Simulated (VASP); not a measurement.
# GaP (Fm-3m) in VASP: notebook

Aim: see how the results for GaP move with the level of theory and the settings. Levels: PBE-based screened hybrid, PBE-based global hybrid, HSE06. Tasks: single point.

Program: VASP 6.6.1. These are calculated values, not measurements. Logs are shortened: lines on timing, memory, paths and dates and some standing lists are left out, and cuts for length are marked.

## Step 1: The cell of the first run

The structure is cubic, space group Fm-3m (No. 225). The conventional cell has a = 5.117 Å, b = 5.117 Å, c = 5.117 Å, α = 90.00°, β = 90.00°, γ = 90.00°. Within 3.4 Å of Ga (site symmetry m-3m) lie 6 P at 2.56 Å. Within 3.4 Å of P (site symmetry m-3m) lie 6 Ga at 2.56 Å.

## Step 2: Single point, PBE-based screened hybrid

The input, POSCAR:

```
GaP
1.0
    0.0000000000      2.5585353464      2.5585353464
    2.5585353464      0.0000000000      2.5585353464
    2.5585353464      2.5585353464      0.0000000000
Ga P
1 1
Direct
    0.0000000000      0.0000000000      0.0000000000
    0.5000000000      0.5000000000      0.5000000000
```

The input, INCAR.step1:

```
ALGO = Normal ; EDIFF = 1E-5
ENCUT = 520 ; GGA = PE
ISIF = 2 ; ISMEAR = -1
LASPH = T ; LCHARG = F
LREAL = F ; LWAVE = T
NBANDS = 16 ; NELM = 80
PREC = Accurate ; SIGMA = 0.02
```

The input, INCAR.step2:

```
AEXX = 0.4 ; ALGO = Normal
EDIFF = 1E-6 ; ENCUT = 520
GGA = PE ; HFSCREEN = 0.5
ISIF = 2 ; ISMEAR = -1
ISTART = 1 ; LASPH = T
LCHARG = F ; LHFCALC = T
LREAL = F ; LWAVE = F
NBANDS = 16 ; NELM = 80
PREC = Accurate ; PRECFOCK = Normal
SIGMA = 0.02
```

The input, KPOINTS:

```
k-points
0
Gamma
  4 4 4
```

Potentials or basis: VASP PAW PBE potentials, release 64 (Ga_d, P).

Run with:

```
$ cat potpaw_PBE.64/Ga_d/POTCAR potpaw_PBE.64/P/POTCAR > POTCAR
$ cp INCAR.step1 INCAR
$ mpirun -np 1 vasp_std > vasp.out
$ cp INCAR.step2 INCAR
$ mpirun -np 1 vasp_std > vasp.out
```

OUTCAR:

```text
AEXX = 0.4
   EDIFF = 1E-6
   ENCUT = 520
   GGA = PE
   HFSCREEN = 0.5
   ISIF = 2
   ISMEAR = -1
   ISTART = 1
   LASPH = T
   LHFCALC = T
   LREAL = F
   NELM = 80
   PREC = Accurate
   PRECFOCK = Normal

 ion  position               nearest neighbor table
   1  0.000  0.000  0.000-   2 2.56   2 2.56   2 2.56   2 2.56   2 2.56   2 2.56
   2  0.500  0.500  0.500-   1 2.56   1 2.56   1 2.56   1 2.56   1 2.56   1 2.56

  LATTYP: Found a face centered cubic cell.
 ALAT       =     5.1170706928

  Lattice vectors:

 A1 = (   0.0000000000,   2.5585353464,   2.5585353464)
 A2 = (   2.5585353464,   0.0000000000,   2.5585353464)
 A3 = (   2.5585353464,   2.5585353464,   0.0000000000)

Analysis of symmetry for initial positions (statically):
=====================================================================
 Subroutine PRICEL returns:
 Original cell was already a primitive cell.

 Routine SETGRP: Setting up the symmetry group for a
 face centered cubic supercell.

 Subroutine GETGRP returns: Found 48 space group operations
 (whereof 48 operations were pure point group operations)
 out of a pool of 48 trial point group operations.

The static configuration has the point symmetry O_h .

Analysis of symmetry for dynamics (positions and initial velocities):
=====================================================================
 Subroutine PRICEL returns:
 Original cell was already a primitive cell.

 Routine SETGRP: Setting up the symmetry group for a
 face centered cubic supercell.

 Subroutine GETGRP returns: Found 48 space group operations
 (whereof 48 operations were pure point group operations)
 out of a pool of 48 trial point group operations.

The dynamic configuration has the point symmetry O_h .

 Subroutine INISYM returns: Found 48 space group operations
 (whereof 48 operations are pure point group operations),
 and found     1 'primitive' translations

----------------------------------------------------------------------------------------

                                     Primitive cell

  volume of cell :      33.4969

  direct lattice vectors                    reciprocal lattice vectors
     0.000000000  2.558535346  2.558535346    -0.195424308  0.195424308  0.195424308
     2.558535346  0.000000000  2.558535346     0.195424308 -0.195424308  0.195424308
     2.558535346  2.558535346  0.000000000     0.195424308  0.195424308 -0.195424308

  length of vectors
     3.618315387  3.618315387  3.618315387     0.338484831  0.338484831  0.338484831

  position of ions in fractional coordinates (direct lattice)
     0.000000000  0.000000000  0.000000000
     0.500000000  0.500000000  0.500000000

  ion indices of the primitive-cell ions
   primitive index   ion index
                 1           1
                 2           2

----------------------------------------------------------------------------------------

 KPOINTS: k-points

Automatic generation of k-mesh.
 Grid dimensions read from file:
 generate k-points for:    4    4    4

 Generating k-lattice:

  Cartesian coordinates                     Fractional coordinates (reciprocal lattice)
    -0.048856077  0.048856077  0.048856077     0.250000000  0.000000000  0.000000000
     0.048856077 -0.048856077  0.048856077     0.000000000  0.250000000  0.000000000
     0.048856077  0.048856077 -0.048856077     0.000000000  0.000000000  0.250000000

  Length of vectors
     0.084621208  0.084621208  0.084621208

  Shift w.r.t. Gamma in fractional coordinates (k-lattice)
     0.000000000  0.000000000  0.000000000

 Subroutine IBZKPT returns following result:
 ===========================================

 Found      8 irreducible k-points:

 Following reciprocal coordinates:
            Coordinates               Weight
  0.000000  0.000000  0.000000      1.000000
  0.250000  0.000000  0.000000      8.000000
  0.500000  0.000000  0.000000      4.000000
  0.250000  0.250000  0.000000      6.000000
  0.500000  0.250000  0.000000     24.000000
 -0.250000  0.250000  0.000000     12.000000
  0.500000  0.500000  0.000000      3.000000
 -0.250000  0.500000  0.250000      6.000000
   k-points           NKPTS =      8   k-points in BZ     NKDIM =     64   number of bands    NBANDS=     16
   number of dos      NEDOS =    301   number of ions     NIONS =      2
   total plane-waves  NPLWV =  21952
   dimension x,y,z NGX =    28 NGY =   28 NGZ =   28
   dimension x,y,z NGXF=    56 NGYF=   56 NGZF=   56
   ions per type =               1   1
   NGX,Y,Z   is equivalent  to a cutoff of  12.86, 12.86, 12.86 a.u.
   NGXF,Y,Z  is equivalent  to a cutoff of  25.73, 25.73, 25.73 a.u.
 SYSTEM =  unknown system
   PREC   = accura    normal or accurate (medium, high low for compatibility)
   ISTART =      1    job   : 0-new  1-cont  2-samecut
   ICHARG =      0    charge: 1-file 2-atom 10-const
   ISPIN  =      1    spin polarized calculation?
   LNONCOLLINEAR =      F non collinear calculations
   LSORBIT =      F    spin-orbit coupling
   LASPH  =      T    aspherical Exc in radial PAW
   ENCUT  =  520.0 eV  38.22 Ry    6.18 a.u.   6.73  6.73  6.73*2*pi/ulx,y,z
   NELM   =     80;   NELMIN=  2; NELMDL=  0     # of ELM steps
   EDIFF  = 0.1E-05   stopping-criterion for ELM
   LREAL  =      F    real-space projection
   EDIFFG = 0.1E-04   stopping-criterion for IOM
   NSW    =      0    number of steps for IOM
   IBRION =     -1    ionic relax: 0-MD 1-quasi-New 2-CG
   NFREE  =      0    steps in history (QN), initial steepest desc. (CG)
   ISIF   =      2    stress and relaxation
   ISYM   =      3    0-nonsym 1-usesym 2-fastsym
   POTIM  = 0.5000    time-step for ionic-motion
   TEBEG  =    0.0;   TEEND  =   0.0 temperature during run
   PSTRESS=    0.0 pullay stress
   NELECT =      18.0000    total number of electrons
   NUPDOWN=      -1.0000    fix difference up-down
   EMIN   =  10.00;   EMAX   =-10.00  energy-range for DOS
   EFERMI =   0.00;   METHOD = LEGACY
   ISMEAR =    -1;   SIGMA  =   0.02  broadening in eV -4-tet -1-fermi 0-gaus
   EFERMI_NEDOS =   21; number of points for ismear=-14 and -15
   IALGO  =     38    algorithm
   IMIX   =      1    mixing-type and parameters
     AMIX     =   0.40;   BMIX     =  1.00
     AMIX_MAG =   1.60;   BMIX_MAG =  1.00
  volume/ion in A,a.u.               =      16.75       113.02
  Fermi-wavevector in a.u.,A,eV,Ry     =   1.330958  2.515145 24.102018  1.771448
  Thomas-Fermi vector in A             =   2.460005
   LORBIT       =      0    0 simple, 1 ext, 2 COOP (PROOUT), +10 PAW based schemes
   GGA     = PE    functional components
   LHFCALC =     T    Hartree Fock is set to
   PRECFOCK=normal    Normal, Fast or Accurate (Low or Medium for compatibility)
   ENCUT4O =  -1.0   cutoff for four orbital integrals eV
   NKREDX  =     1    reduce k-point grid by
   NKREDY  =     1    reduce k-point grid by
   NKREDZ  =     1    reduce k-point grid by
   AEXX    =    0.4000 exact exchange contribution
   HFSCREEN=    0.5000 screening length (either q_TF or 0.3 A-1)
   HFSCREENC=   0.5000 screening length for correlation (either q_TF or 0.3 A-1)
   ENCUTFOCK=  -1.0 apply spherical cutoff to Coloumb kernel
   IVDW    =     0    specifies the selected vdW correction
   LEPSILON=     F    determine dielectric tensor
   LRPA    =     F    only Hartree local field effects (RPA)
 non-spin polarized calculation
  energy-cutoff  :      520.00
  volume of cell :       33.50
 maximum number of plane-waves:       934
 NGX is ok and might be reduce to    28
  NGX = 24; NGY = 24; NGZ = 24

 number of electron      17.9999996 magnetization

 Free energy of the ion-electron system (eV)
  ---------------------------------------------------
  ext. energy  EPLUGINS =         0.00000000
  ---------------------------------------------------
  free energy    TOTEN  =        -9.14165505 eV

  energy without entropy =       -9.13833325  energy(sigma->0) =       -9.13999415

 E-fermi :   6.7840     XC(G=0):  -8.6354

 val. band max:        6.7737735695   @ k =   0.5000   0.0000   0.0000
 cond. band min:       7.0150262059   @ k =   0.5000   0.2500   0.0000
 fundamental gap:      0.2412526364
 Fermi energy:         6.7839908329

 k-point     1 :       0.0000    0.0000    0.0000
  band No.  band energies     occupation
      1     -12.1582      2.00000
      2     -12.1582      2.00000
      3     -12.1120      2.00000
      4     -12.1120      2.00000
      5     -12.1120      2.00000
      6      -8.3804      2.00000
      7       6.6287      1.99915
      8       6.6288      1.99915
      9       6.6288      1.99915
     10       8.9898      0.00000
     11      14.1834      0.00000
     12      14.1834      0.00000
     13      14.1834      0.00000
     14      16.2770      0.00000
     15      16.2770      0.00000
     16      16.2770      0.00000

 k-point     2 :       0.2500    0.0000    0.0000
  band No.  band energies     occupation
      1     -12.1721      2.00000
      2     -12.1721      2.00000
      3     -12.1136      2.00000
      4     -12.0936      2.00000
      5     -12.0936      2.00000
      6      -7.3083      2.00000
      7       1.8235      2.00000
      8       6.5873      1.99989
      9       6.5873      1.99989
     10      10.6526      0.00000
     11      11.9363      0.00000
     12      11.9363      0.00000
     13      13.5292      0.00000
     14      16.3900      0.00000
     15      16.3900      0.00000
     16      16.4512      0.00000

 k-point     3 :       0.5000    0.0000    0.0000
  band No.  band energies     occupation
      1     -12.1886      2.00000
      2     -12.1886      2.00000
      3     -12.1172      2.00000
      4     -12.0726      2.00000
      5     -12.0726      2.00000
      6      -5.1689      2.00000
      7      -2.1378      2.00000
      8       6.7737      1.25093
      9       6.7738      1.25002
     10       9.9634      0.00000
     11       9.9634      0.00000
     12      10.2637      0.00000
     13      12.7717      0.00000
     14      20.4240      0.00000
     15      20.4240      0.00000
     16      20.6292      0.00000

 k-point     4 :       0.2500    0.2500    0.0000
  band No.  band energies     occupation
      1     -12.2191      2.00000
      2     -12.1460      2.00000
      3     -12.1260      2.00000
      4     -12.0837      2.00000
      5     -12.0837      2.00000
      6      -6.9244      2.00000
      7       3.2237      2.00000
      8       4.8056      2.00000
      9       4.8056      2.00000
     10       7.3652      0.00000
     11      11.5142      0.00000
     12      14.9618      0.00000
     13      16.1515      0.00000
     14      16.1515      0.00000
     15      18.4639      0.00000
     16      19.9994      0.00000

 k-point     5 :       0.5000    0.2500    0.0000
  band No.  band energies     occupation
      1     -12.2468      2.00000
      2     -12.1598      2.00000
      3     -12.1177      2.00000
      4     -12.0769      2.00000
      5     -12.0647      2.00000
      6      -4.7993      2.00000
      7      -0.5448      2.00000
      8       2.9756      2.00000
      9       4.6705      2.00000
     10       7.0150      0.00002
     11      13.1061      0.00000
     12      13.8108      0.00000
     13      15.4648      0.00000
     14      17.6331      0.00000
     15      21.0924      0.00000
     16      22.0022      0.00000

 k-point     6 :      -0.2500    0.2500    0.0000
  band No.  band energies     occupation
      1     -12.2031      2.00000
      2     -12.1802      2.00000
      3     -12.1020      2.00000
      4     -12.0887      2.00000
      5     -12.0804      2.00000
      6      -5.6366      2.00000
      7       0.1436      2.00000
      8       2.6846      2.00000
      9       6.3693      2.00000
     10       9.1002      0.00000
     11      11.3127      0.00000
     12      13.5449      0.00000
     13      14.8874      0.00000
     14      16.8462      0.00000
     15      19.4951      0.00000
     16      20.3018      0.00000

 k-point     7 :       0.5000    0.5000    0.0000
  band No.  band energies     occupation
      1     -12.3084      2.00000
      2     -12.1401      2.00000
      3     -12.1339      2.00000
      4     -12.0531      2.00000
      5     -12.0531      2.00000
      6      -3.9922      2.00000
      7       0.0043      2.00000
      8       3.4975      2.00000
      9       3.5713      2.00000
     10       3.5713      2.00000
     11      10.1956      0.00000
     12      18.9191      0.00000
     13      18.9191      0.00000
     14      20.3836      0.00000
     15      20.5564      0.00000
     16      22.8438      0.00000

 k-point     8 :      -0.2500    0.5000    0.2500
  band No.  band energies     occupation
      1     -12.2646      2.00000
      2     -12.1615      2.00000
      3     -12.0989      2.00000
      4     -12.0989      2.00000
      5     -12.0531      2.00000
      6      -3.7059      2.00000
      7       0.3831      2.00000
      8       1.3622      2.00000
      9       1.3622      2.00000
     10       9.7025      0.00000
     11      11.7871      0.00000
     12      14.7576      0.00000
     13      14.7576      0.00000
     14      20.4152      0.00000
     15      20.4152      0.00000
     16      22.9476      0.00000

------------------------ aborting loop because EDIFF is reached ----------------------------------------

  FORCE on cell =-STRESS in cart. coord.  units (eV):
  Direction    XX          YY          ZZ          XY          YZ          ZX
  --------------------------------------------------------------------------------------
  -------------------------------------------------------------------------------------
  Total        0.2024567      0.2024567      0.2024567     -0.0000000      0.0000000     -0.0000000
  in kB        9.6836348      9.6836348      9.6836348     -0.0000000      0.0000000     -0.0000000
  external PRESSURE =       9.6836348 kB  Pullay stress =       0.0000000 kB

 VOLUME and BASIS-vectors are now :
 -----------------------------------------------------------------------------
  energy-cutoff  :      520.00
  volume of cell :       33.50
      direct lattice vectors                 reciprocal lattice vectors
     0.000000000  2.558535346  2.558535346    -0.195424308  0.195424308  0.195424308
     2.558535346  0.000000000  2.558535346     0.195424308 -0.195424308  0.195424308
     2.558535346  2.558535346  0.000000000     0.195424308  0.195424308 -0.195424308

 POSITION                                       TOTAL-FORCE (eV/Angst)
 -----------------------------------------------------------------------------------
      0.00000      0.00000      0.00000         0.000000     -0.000000     -0.000000
      2.55854      2.55854      2.55854        -0.000000      0.000000      0.000000
 -----------------------------------------------------------------------------------
    total drift:                               -0.000007     -0.000007      0.000003

  FREE ENERGIE OF THE ION-ELECTRON SYSTEM (eV)
  ---------------------------------------------------
  free  energy   TOTEN  =        -9.1416550543 eV

  energy  without entropy=       -9.1383332453  energy(sigma->0) =       -9.13999415
```

It took 3.8 min on 1 thread of Intel Xeon 6975P-C (Granite Rapids), shared host; peak memory 0.27 GiB.

What came out:

| Property | Result |
| --- | --- |
| Free energy | -9.1417 eV |
| Pressure | 1.0 GPa |
| Band gap on the k mesh | zero (band 9 reaches 6.77 eV, above the bottom of band 10 at 3.57 eV) |

Levels at points of the mesh, in eV from the Fermi level:
```csv
k point,band 5,band 6,band 7,band 8,band 9,band 10,band 11,band 12,band 13,band 14
"(0.00, 0.00, 0.00)",-18.90,-15.16,-0.16,-0.16,-0.16,2.21,7.40,7.40,7.40,9.49
"(0.50, 0.00, 0.00)",-18.86,-11.95,-8.92,-0.01,-0.01,3.18,3.18,3.48,5.99,13.64
"(0.50, 0.50, 0.00)",-18.84,-10.78,-6.78,-3.29,-3.21,-3.21,3.41,12.14,12.14,13.60
```

Caveat: the k points lie up to 0.53 Å⁻¹ apart; the PAW data sets were made with another functional, which shifts forces and pressure a little.

## Step 3: Single point, PBE-based global hybrid

POSCAR is that of step 2.

The input, INCAR.step1:

```
SYSTEM = GaP
PREC = Accurate ; ENCUT = 520
EDIFF = 1E-5 ; ISMEAR = -1
SIGMA = 0.02 ; LREAL = .FALSE.
LASPH = .TRUE. ; NELM = 100
ALGO = Normal ; ISIF = 2
LWAVE = .TRUE. ; LCHARG = .FALSE.
NBANDS = 16 ; GGA = PE
```

The input, INCAR.step2:

```
SYSTEM = GaP
PREC = Accurate ; ENCUT = 520
EDIFF = 1E-6 ; ISMEAR = -1
SIGMA = 0.02 ; LREAL = .FALSE.
LASPH = .TRUE. ; NELM = 100
ALGO = Normal ; ISIF = 2
LWAVE = .FALSE. ; LCHARG = .FALSE.
GGA = PE ; LHFCALC = .TRUE.
AEXX = 0.5 ; PRECFOCK = Normal
NBANDS = 16 ; ISTART = 1
```

The input, KPOINTS:

```
Automatic mesh
0
G
  4 4 4
  0 0 0
```

Potentials or basis: VASP PAW PBE potentials, release 64 (Ga_d, P).

Run with:

```
$ cat potpaw_PBE.64/Ga_d/POTCAR potpaw_PBE.64/P/POTCAR > POTCAR
$ cp INCAR.step1 INCAR
$ mpirun -np 1 vasp_std > vasp.out
$ cp INCAR.step2 INCAR
$ mpirun -np 1 vasp_std > vasp.out
```

Wall time 4.9 min (1 thread of Intel Xeon 6975P-C (Granite Rapids), shared host); peak memory 0.17 GiB.

It converged, with:

```yaml
Free_energy: -12.8821 eV
Pressure: -2.9 GPa
Band_gap_on_the_k_mesh: zero (band 9 reaches 6.70 eV, above the bottom of band 10 at 2.69 eV)
```

Levels at points of the mesh, in eV from the Fermi level:
```csv
k point,band 7,band 8,band 9,band 10,band 11,band 12
"(0.00, 0.00, 0.00)",-1.43,-1.40,-1.38,3.70,8.85,8.86
"(0.50, 0.00, 0.00)",-11.07,-1.18,0.02,4.43,4.45,4.85
"(0.50, 0.50, 0.00)",-8.71,-4.73,-4.71,-3.99,4.67,14.15
```

Caveat: the k points lie up to 0.53 Å⁻¹ apart; the PAW data sets were made with another functional, which shifts forces and pressure a little.

[end of part 1 of 2]
